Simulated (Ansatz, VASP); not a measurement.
## KI: VASP beside Ansatz

```
CELL_PARAMETERS angstrom
0.01706 3.42000 3.42000
3.42000 0.01706 3.42000
3.42000 3.42000 0.01706
ATOMIC_POSITIONS crystal
K 0.00000 0.00000 0.00000
I 0.50000 0.50000 0.50000
```

Change from the starting cell: equal xy, yz and zx engineering shears of +0.5 %.

Alike in both runs: task relaxation of the atoms; functional LDA; k mesh 6 × 6 × 6; no spin polarisation.

|  | VASP | Ansatz |
| --- | --- | --- |
| version | VASP 6.6.1 | Ansatz 0.2.0 |
| potentials or method | VASP PAW LDA potentials, release 64 (K_sv, I), cutoff 520 eV | all-electron LAPW, scalar-relativistic |
| occupations | gaussian, width 0.01 eV | fixed |

```csv
,VASP,Ansatz,Ansatz less VASP
"gap on the k mesh at the Fermi level, each at its own relaxed structure (eV)",3.87,3.85,-0.011
```

LDA's correlation is that of Perdew and Zunger in VASP and of Perdew and Wang (1992) in Ansatz. Ansatz ran all-electron here, and VASP with PAW potentials.

Spin-orbit coupling is off throughout. Noted on VASP's run: the relaxation stopped at its first step, so nothing moved.
